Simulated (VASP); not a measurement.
Runs of VASP 6.6.1 on HfSi2B2. The structure is that of space group Pn-3m (No. 224), or close to it. The cells are those of the table. 

```csv
task,cell,k mesh,cutoff (eV),gap on the mesh (eV),pressure (GPa),relaxed volume (Å³/atom)
single point,"a = 5.121 Å, 10 atoms",4 × 4 × 4,520,none,36.2,-
single point,"a = 5.561 Å, 10 atoms",4 × 4 × 4,520,none,0.8,-
relaxation of cell and atoms,"relaxed from a = 5.561 Å, 10 atoms",8 × 8 × 8,600,none,0.0,(a)
single point,"a = 5.563 Å, 10 atoms",8 × 8 × 8,520,none,0.8,-
relaxation of cell and atoms,"relaxed from a = 5.121 Å, 10 atoms",4 × 4 × 4,600,none,-0.1,17.37
```

Alike in all rows: level PBE; potentials or basis VASP PAW PBE potentials, release 64 (Hf_pv, Si, B); no spin polarisation; smearing gaussian 0.1 eV.

**Question.** Fill in the values left out.

**Answer.** (a) 17.36.

Caveats: spin-orbit coupling is left out, which moves the levels of the heavy elements; the volume moved by over 15 % at a fixed basis, so the end points are rough (some runs).

A k mesh can miss the band edges, and the runs leave out spin-orbit coupling on Hf.

A gap of «none» marks levels without a gap at the run's occupations.
